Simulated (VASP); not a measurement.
# W2Se3 in VASP: single point with PBE

Aim: the single point of W2Se3 with PBE.

All numbers are computed with VASP 6.6.1; they aren't measurements. Logs are shortened: lines on timing, memory, paths and dates and some standing lists are left out, and cuts for length are marked.

### Step 1. The cell of the first run

The cell holds a slab with vacuum, 10 atoms: a = 3.271 Å, b = 3.271 Å, c = 45.586 Å, α = 90.00°, β = 90.00°, γ = 120.00°.

### Step 2. Single point, PBE

File INCAR:

```
SYSTEM = W2Se3
ALGO = Normal
DIPOL = 0.5 0.5 0.500
EDIFF = 1E-6
ENCUT = 520
GGA = PE
IDIPOL = 3
ISIF = 2
ISMEAR = 0
LASPH = .TRUE.
LCHARG = .FALSE.
LDIPOL = .TRUE.
LREAL = .FALSE.
LWAVE = .FALSE.
NBANDS = 57
NELM = 60
PREC = Accurate
SIGMA = 0.05
```

File KPOINTS:

```
k-points
0
G
  9 9 1
  0 0 0
```

File POSCAR:

```
W2Se3
1.0
    3.2706140675      0.0000000000      0.0000000000
   -1.6353070337      2.8324348684      0.0000000000
    0.0000000000      0.0000000000     45.5860756071
W Se
4 6
Direct
    0.3333333333      0.6666666667      0.1645239232
    0.6666666667      0.3333333333      0.3093617779
    0.3333333333      0.6666666667      0.6906382221
    0.6666666667      0.3333333333      0.8354760768
    0.6666666667      0.3333333333      0.2012537239
    0.3333333333      0.6666666667      0.2726319771
    0.3333333333      0.6666666667      0.3460407798
    0.6666666667      0.3333333333      0.6539592202
    0.6666666667      0.3333333333      0.7273680229
    0.3333333333      0.6666666667      0.7987462761
```

Potentials or basis: VASP PAW PBE potentials, release 64 (W_sv, Se).

Started as:

```console
cat potpaw_PBE.64/W_sv/POTCAR potpaw_PBE.64/Se/POTCAR > POTCAR
mpirun -np 1 vasp_std > vasp.out
```

OUTCAR:

```text
SYSTEM = W2Se3
   EDIFF = 1E-6
   ENCUT = 520
   GGA = PE
   ISIF = 2
   ISMEAR = 0
   LASPH = .TRUE.
   LREAL = .FALSE.
   NELM = 60
   PREC = Accurate

 ion  position               nearest neighbor table
   1  0.333  0.667  0.165-   5 2.52   5 2.52   5 2.52
   2  0.667  0.333  0.309-   7 2.52   7 2.52   7 2.52   6 2.52   6 2.52   6 2.52
   3  0.333  0.667  0.691-   8 2.52   8 2.52   8 2.52   9 2.52   9 2.52   9 2.52
   4  0.667  0.333  0.835-  10 2.52  10 2.52  10 2.52
   5  0.667  0.333  0.201-   1 2.52   1 2.52   1 2.52
   6  0.333  0.667  0.273-   2 2.52   2 2.52   2 2.52
   7  0.333  0.667  0.346-   2 2.52   2 2.52   2 2.52
   8  0.667  0.333  0.654-   3 2.52   3 2.52   3 2.52
   9  0.667  0.333  0.727-   3 2.52   3 2.52   3 2.52
  10  0.333  0.667  0.799-   4 2.52   4 2.52   4 2.52

  LATTYP: Found a hexagonal cell.
 ALAT       =     3.2706140675
 C/A-ratio  =    13.9380784973

  Lattice vectors:

 A1 = (   3.2706140675,   0.0000000000,   0.0000000000)
 A2 = (  -1.6353070337,   2.8324348684,   0.0000000000)
 A3 = (   0.0000000000,   0.0000000000,  45.5860756071)

Analysis of symmetry for initial positions (statically):
=====================================================================
 Subroutine PRICEL returns:
 Original cell was already a primitive cell.

 Routine SETGRP: Setting up the symmetry group for a
 hexagonal supercell.

 Subroutine GETGRP returns: Found 12 space group operations
 (whereof 12 operations were pure point group operations)
 out of a pool of 24 trial point group operations.

The static configuration has the point symmetry D_3d.

Analysis of symmetry for dynamics (positions and initial velocities):
=====================================================================
 Subroutine PRICEL returns:
 Original cell was already a primitive cell.

 Routine SETGRP: Setting up the symmetry group for a
 hexagonal supercell.

 Subroutine GETGRP returns: Found 12 space group operations
 (whereof 12 operations were pure point group operations)
 out of a pool of 24 trial point group operations.

The dynamic configuration has the point symmetry D_3d.

 Subroutine INISYM returns: Found 12 space group operations
 (whereof 12 operations are pure point group operations),
 and found     1 'primitive' translations

----------------------------------------------------------------------------------------

                                     Primitive cell

  volume of cell :     422.3003

[... 107 lines left out ...]
   EFERMI_NEDOS =   21; number of points for ismear=-14 and -15
   IALGO  =     38    algorithm
   IMIX   =      4    mixing-type and parameters
     AMIX     =   0.40;   BMIX     =  1.00
     AMIX_MAG =   1.60;   BMIX_MAG =  1.00
  volume/ion in A,a.u.               =      42.23       284.98
  Fermi-wavevector in a.u.,A,eV,Ry     =   0.985062  1.861498 13.202378  0.970347
  Thomas-Fermi vector in A             =   2.116341
   LORBIT       =      0    0 simple, 1 ext, 2 COOP (PROOUT), +10 PAW based schemes
   GGA     = PE    functional components
   LHFCALC =     F    Hartree Fock is set to
   AEXX    =    0.0000 exact exchange contribution
   IVDW    =     0    specifies the selected vdW correction
   LEPSILON=     F    determine dielectric tensor
   LRPA    =     F    only Hartree local field effects (RPA)
 non-spin polarized calculation
 Gauss-broadening in eV      SIGMA  =   0.05
  energy-cutoff  :      520.00
  volume of cell :      422.30
 maximum number of plane-waves:     11490
   NGX = 13   NGY = 13   NGZ =169

 dipolmoment           0.000000      0.000000      0.000000 electrons x Angstroem

 number of electron      91.9999998 magnetization

 dipolmoment           0.000000      0.000000     -0.000000 electrons x Angstroem

 Free energy of the ion-electron system (eV)
  ---------------------------------------------------
  ext. energy  EPLUGINS =         0.00000000
  ---------------------------------------------------
  free energy    TOTEN  =       -72.75767858 eV

  energy without entropy =      -72.75767854  energy(sigma->0) =      -72.75767856

 E-fermi :   0.7450     XC(G=0):  -5.9082

 val. band max:        0.5770842644   @ k =   0.0000   0.0000   0.0000
 cond. band min:       0.9192368763   @ k =   0.1111   0.1111   0.0000
 fundamental gap:      0.3421526119
 Fermi energy:         0.7449687772

 k-point     1 :       0.0000    0.0000    0.0000
  band No.  band energies     occupation
      1     -73.6383      2.00000
      2     -73.6383      2.00000
      3     -73.6209      2.00000
      4     -73.6208      2.00000
      5     -37.9013      2.00000
      6     -37.9013      2.00000
[... 709 lines left out ...]
     56       3.8845      0.00000
     57       4.6636      0.00000

------------------------ aborting loop because EDIFF is reached ----------------------------------------

 vacuum level on the upper side and lower side of the slab       (xc-potential included)        -0.133        -0.133

  FORCE on cell =-STRESS in cart. coord.  units (eV):
  Direction    XX          YY          ZZ          XY          YZ          ZX
  --------------------------------------------------------------------------------------
  -------------------------------------------------------------------------------------
  Total       -5.4674251     -5.4674251      3.0895718     -0.0000000     -0.0000000      0.0000000
  in kB      -20.7430201    -20.7430201     11.7216144     -0.0000000     -0.0000000      0.0000000
  external PRESSURE =      -9.9214753 kB  Pullay stress =       0.0000000 kB

 VOLUME and BASIS-vectors are now :
 -----------------------------------------------------------------------------
  energy-cutoff  :      520.00
  volume of cell :      422.30
      direct lattice vectors                 reciprocal lattice vectors
     3.270614067  0.000000000  0.000000000     0.305752981  0.176526566  0.000000000
    -1.635307034  2.832434868  0.000000000     0.000000000  0.353053131  0.000000000
     0.000000000  0.000000000 45.586075607     0.000000000  0.000000000  0.021936523

 POSITION                                       TOTAL-FORCE (eV/Angst)
 -----------------------------------------------------------------------------------
     -0.00000      1.88829      7.50000         0.000000      0.000000      0.295839
      1.63531      0.94414     14.10259         0.000000     -0.000000      0.013897
     -0.00000      1.88829     31.48349         0.000000      0.000000     -0.013897
      1.63531      0.94414     38.08608        -0.000000     -0.000000     -0.295839
      1.63531      0.94414      9.17437         0.000000     -0.000000     -0.422401
     -0.00000      1.88829     12.42822         0.000000     -0.000000     -0.373770
     -0.00000      1.88829     15.77464        -0.000000     -0.000000      0.486756
      1.63531      0.94414     29.81143         0.000000     -0.000000     -0.486756
      1.63531      0.94414     33.15785        -0.000000      0.000000      0.373770
     -0.00000      1.88829     36.41171        -0.000000      0.000000      0.422401
 -----------------------------------------------------------------------------------
    total drift:                                0.000000     -0.000000     -0.000000

  FREE ENERGIE OF THE ION-ELECTRON SYSTEM (eV)
  ---------------------------------------------------
  free  energy   TOTEN  =       -72.7576785817 eV

  energy  without entropy=      -72.7576785375  energy(sigma->0) =      -72.75767856

 vacuum level on the upper side and lower side of the slab         5.267         5.267
```

stdout:

```text
POSCAR found type information on POSCAR W Se
 POSCAR found :  2 types and      10 ions
 scaLAPACK will be used
 LDA part: xc-table for (Slater+PW92), standard interpolation
 POSCAR, INCAR and KPOINTS ok, starting setup
 FFT: planning ... GRIDC
 FFT: planning ... GRID_SOFT
 FFT: planning ... GRID
 WAVECAR not read
 entering main loop
```

Run time: 11 min. Hardware: 1 thread of Oxide Virtual Turin-like, shared host; peak memory 0.56 GiB.

Results:

| Property | Result |
| --- | --- |
| Free energy | -72.7577 eV |
| Largest force | 0.487 eV/Å |
| Band gap on the k mesh | 0.34 eV (least direct gap 0.53 eV) |

Forces on the atoms (eV/Å):
```
W    0.000  0.000  0.296
W    0.000  0.000  0.014
W    0.000  0.000 -0.014
W    0.000  0.000 -0.296
Se   0.000  0.000 -0.422
Se   0.000  0.000 -0.374
Se   0.000  0.000  0.487
Se   0.000  0.000 -0.487
Se   0.000  0.000  0.374
Se   0.000  0.000  0.422
```

Caveat: spin-orbit coupling is left out, which moves the levels of the heavy elements.
